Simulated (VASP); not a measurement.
# Ca2TaO3 (P6/mmm) in VASP: single point with PBE

Aim: the single point of Ca2TaO3 with PBE.

All numbers are computed with VASP 6.6.1; they aren't measurements. Logs are shortened: lines on timing, memory, paths and dates and some standing lists are left out, and cuts for length are marked.

## Step 1: The cell of the first run

The structure is hexagonal, space group P6/mmm (No. 191). The conventional cell has a = 5.575 Å, b = 5.575 Å, c = 3.244 Å, α = 90.00°, β = 90.00°, γ = 120.00°. Within 3.0 Å of Ca (site symmetry -6m2) lie 6 O at 2.28 Å. Ta (site symmetry 6/mmm) has 6 Ca at 3.22 Å and 12 O at 3.22 Å and 2 Ta at 3.24 Å within 4.2 Å. Within 3.0 Å of O (site symmetry mmm) lie 4 Ca at 2.28 Å and 4 O at 2.79 Å.

The cell was built from a structure type or drawn by symmetry, and may not be a known phase.

## Step 2: Single point, PBE, collinear spin

The input, INCAR:

```
SYSTEM = Ca2TaO3
PREC = Accurate ; ENCUT = 520
EDIFF = 1E-7 ; ISMEAR = 0
SIGMA = 0.1 ; LREAL = .FALSE.
LASPH = .TRUE. ; NELM = 150
ALGO = Normal ; ISIF = 2
LWAVE = .FALSE. ; LCHARG = .TRUE.
ISPIN = 2 ; MAGMOM = 0 0 1 0 0 0
LORBIT = 11 ; LMAXMIX = 4
GGA = PE ; LELF = .TRUE.
LVHAR = .TRUE. ; NBANDS = 38
```

The input, KPOINTS:

```
Automatic mesh
0
G
  6 6 6
  0 0 0
```

The input, POSCAR:

```
Ca2TaO3
1.0
    5.5747745100      0.0000000000      0.0000000000
   -2.7873872600      4.8278963500      0.0000000000
    0.0000000000      0.0000000000      3.2436142700
Ca Ta O
2 1 3
Direct
    0.3333333300      0.6666666700      0.0000000000
    0.6666666700      0.3333333300      0.0000000000
    0.0000000000      0.0000000000      0.0000000000
    0.5000000000      0.0000000000      0.5000000000
    0.5000000000      0.5000000000      0.5000000000
    0.0000000000      0.5000000000      0.5000000000
```

Potentials or basis: VASP PAW PBE potentials, release 64 (Ca_sv, Ta_pv, O).

Run with:

```sh
cat potpaw_PBE.64/Ca_sv/POTCAR potpaw_PBE.64/Ta_pv/POTCAR potpaw_PBE.64/O/POTCAR > POTCAR
mpirun -np 1 vasp_std > vasp.out
```

OUTCAR:

```text
SYSTEM = Ca2TaO3
   PREC = Accurate
   ENCUT = 520
   EDIFF = 1E-7
   ISMEAR = 0
   LREAL = .FALSE.
   LASPH = .TRUE.
   NELM = 150
   ISIF = 2
   ISPIN = 2
   LORBIT = 11
   GGA = PE

 ion  position               nearest neighbor table
   1  0.333  0.667  0.000-   6 2.28   6 2.28   4 2.28   4 2.28   5 2.28   5 2.28   3 3.22   3 3.22
                             3 3.22
   2  0.667  0.333  0.000-   6 2.28   6 2.28   4 2.28   4 2.28   5 2.28   5 2.28   3 3.22   3 3.22
                             3 3.22
   3  0.000  0.000  0.000-   1 3.22   2 3.22   2 3.22   1 3.22   2 3.22   1 3.22
   4  0.500  0.000  0.500-   1 2.28   2 2.28   1 2.28   2 2.28
   5  0.500  0.500  0.500-   1 2.28   2 2.28   1 2.28   2 2.28
   6  0.000  0.500  0.500-   1 2.28   2 2.28   1 2.28   2 2.28

  LATTYP: Found a hexagonal cell.
 ALAT       =     5.5747745100
 C/A-ratio  =     0.5818377522

  Lattice vectors:

 A1 = (   5.5747745100,   0.0000000000,   0.0000000000)
 A2 = (  -2.7873872600,   4.8278963500,   0.0000000000)
 A3 = (   0.0000000000,   0.0000000000,   3.2436142700)

Analysis of symmetry for initial positions (statically):
=====================================================================
 Subroutine PRICEL returns:
 Original cell was already a primitive cell.

 Routine SETGRP: Setting up the symmetry group for a
 hexagonal supercell.

 Subroutine GETGRP returns: Found 24 space group operations
 (whereof 24 operations were pure point group operations)
 out of a pool of 24 trial point group operations.

The static configuration has the point symmetry D_6h.

Analysis of symmetry for dynamics (positions and initial velocities):
=====================================================================
 Subroutine PRICEL returns:
 Original cell was already a primitive cell.

 Routine SETGRP: Setting up the symmetry group for a
 hexagonal supercell.

 Subroutine GETGRP returns: Found 24 space group operations
 (whereof 24 operations were pure point group operations)
 out of a pool of 24 trial point group operations.

The dynamic configuration has the point symmetry D_6h.

Analysis of structural, dynamic, and magnetic symmetry:
=====================================================================
 Subroutine PRICEL returns:
 Original cell was already a primitive cell.

 Routine SETGRP: Setting up the symmetry group for a
 hexagonal supercell.

 Subroutine GETGRP returns: Found 24 space group operations
 (whereof 24 operations were pure point group operations)
 out of a pool of 24 trial point group operations.
[... 146 lines left out ...]
   NGX = 21   NGY = 21   NGZ = 13

 number of electron      48.9999993 magnetization      -0.0048650

 number of electron      48.9999993 magnetization       0.0000306

 Free energy of the ion-electron system (eV)
  ---------------------------------------------------
  ext. energy  EPLUGINS =         0.00000000
  ---------------------------------------------------
  free energy    TOTEN  =       -35.80890604 eV

  energy without entropy =      -35.76598318  energy(sigma->0) =      -35.78744461

 E-fermi :   3.2462     XC(G=0): -10.8481

 val. band max:        3.2364508612   @ k =   0.3333   0.3333   0.3333
 cond. band min:       3.2465195570   @ k =   0.3333  -0.0000   0.1667
 fundamental gap:      0.0100686958
 Fermi energy:         3.2462157692

 spin component 1

 k-point     1 :       0.0000    0.0000    0.0000
  band No.  band energies     occupation
      1     -34.3139      1.00000
      2     -34.2021      1.00000
      3     -32.7701      1.00000
      4     -32.7701      1.00000
      5     -32.2731      1.00000
      6     -16.3920      1.00000
[... 925 lines left out ...]
     35      11.7622      0.00000
     36      11.8139      0.00000

 [... further k-points ...]

 spin component 2

 k-point     1 :       0.0000    0.0000    0.0000
  band No.  band energies     occupation
      1     -34.3139      1.00000
      2     -34.2021      1.00000
      3     -32.7701      1.00000
      4     -32.7701      1.00000
      5     -32.2731      1.00000
      6     -16.3920      1.00000
[... 925 lines left out ...]
     35      11.7622      0.00000
     36      11.8139      0.00000

 [... further k-points ...]

 [bands above 36 left out]

------------------------ aborting loop because EDIFF is reached ----------------------------------------

  FORCE on cell =-STRESS in cart. coord.  units (eV):
  Direction    XX          YY          ZZ          XY          YZ          ZX
  --------------------------------------------------------------------------------------
  -------------------------------------------------------------------------------------
  Total        7.1547523      7.1547523     -9.3714153     -0.0000000     -0.0000000      0.0000000
  in kB      131.3078649    131.3078651   -171.9892575     -0.0000001     -0.0000000      0.0000000
  external PRESSURE =      30.2088242 kB  Pullay stress =       0.0000000 kB

 VOLUME and BASIS-vectors are now :
 -----------------------------------------------------------------------------
  energy-cutoff  :      520.00
  volume of cell :       87.30
      direct lattice vectors                 reciprocal lattice vectors
     5.574774510  0.000000000  0.000000000     0.179379453  0.103564775  0.000000000
    -2.787387260  4.827896350  0.000000000     0.000000000  0.207129550  0.000000000
     0.000000000  0.000000000  3.243614270     0.000000000  0.000000000  0.308298064

 POSITION                                       TOTAL-FORCE (eV/Angst)
 -----------------------------------------------------------------------------------
     -0.00000      3.21860      0.00000        -0.000000      0.000000      0.000000
      2.78739      1.60930      0.00000         0.000000     -0.000000     -0.000000
      0.00000      0.00000      0.00000        -0.000000      0.000000     -0.000000
      2.78739      0.00000      1.62181        -0.000000      0.000000     -0.000000
      1.39369      2.41395      1.62181        -0.000000      0.000000     -0.000000
     -1.39369      2.41395      1.62181        -0.000000      0.000000     -0.000000
 -----------------------------------------------------------------------------------
    total drift:                                0.000000     -0.000000      0.000000

  FREE ENERGIE OF THE ION-ELECTRON SYSTEM (eV)
  ---------------------------------------------------
  free  energy   TOTEN  =       -35.8089060382 eV

  energy  without entropy=      -35.7659831848  energy(sigma->0) =      -35.78744461

 total charge

# of ion       s       p       d       tot
------------------------------------------
    1        2.053   5.901   0.401   8.355
    2        2.053   5.901   0.401   8.355
    3        0.364   5.977   2.065   8.406
    4        1.581   3.344   0.000   4.925
    5        1.581   3.344   0.000   4.925
    6        1.581   3.344   0.000   4.925
--------------------------------------------------
tot          9.213  27.811   2.866  39.890

 magnetization (x)

# of ion       s       p       d       tot
------------------------------------------
    1        0.000   0.000   0.000   0.000
    2        0.000   0.000   0.000   0.000
    3        0.000   0.000   0.000   0.000
    4        0.000  -0.000   0.000   0.000
    5        0.000  -0.000   0.000   0.000
    6        0.000  -0.000   0.000   0.000
--------------------------------------------------
tot          0.000   0.000   0.000   0.000
```

OSZICAR:

```text
N       E                     dE             d eps       ncg     rms          rms(c)
DAV:   1     0.509435480802E+03    0.50944E+03   -0.25046E+04  4256   0.131E+03
DAV:   2    -0.823556757663E+01   -0.51767E+03   -0.48914E+03  4790   0.399E+02
[... 19 lines left out ...]
DAV:  22    -0.358089155095E+02   -0.15632E-05   -0.90776E-06  5080   0.138E-02    0.271E-02
DAV:  23    -0.358089086209E+02    0.68886E-05   -0.60090E-06  5272   0.121E-02    0.128E-02
DAV:  24    -0.358089065362E+02    0.20847E-05   -0.22785E-06  5036   0.713E-03    0.527E-03
DAV:  25    -0.358089061850E+02    0.35118E-06   -0.29517E-07  4572   0.252E-03    0.257E-03
DAV:  26    -0.358089060616E+02    0.12346E-06   -0.57590E-08  3140   0.131E-03    0.921E-04
DAV:  27    -0.358089060382E+02    0.23428E-07   -0.24055E-08  2818   0.805E-04
   1 F= -.35808906E+02 E0= -.35787445E+02  d E =-.429229E-01  mag=    -0.0000
```

stdout:

```text
POSCAR found type information on POSCAR CaTaO
 POSCAR found :  3 types and       6 ions
 scaLAPACK will be used
 LDA part: xc-table for (Slater+PW92), standard interpolation
 POSCAR, INCAR and KPOINTS ok, starting setup
 FFT: planning ... GRIDC
 FFT: planning ... GRID_SOFT
 FFT: planning ... GRID
 WAVECAR not read
 entering main loop
```

Wall time 5.8 min (1 thread of AMD EPYC 7R43 (Zen 3), shared host); peak memory 0.29 GiB.

Results:

* Free energy: -35.8089 eV
* Pressure: 3.0 GPa
* Net moment: 0.00 μB per cell
* Valence electrons inside the program's atomic spheres: Ca 8.36; Ta 8.41; O 4.92

Caveat: the cell stands under pressure; spin-orbit coupling is left out, which moves the levels of the heavy elements.
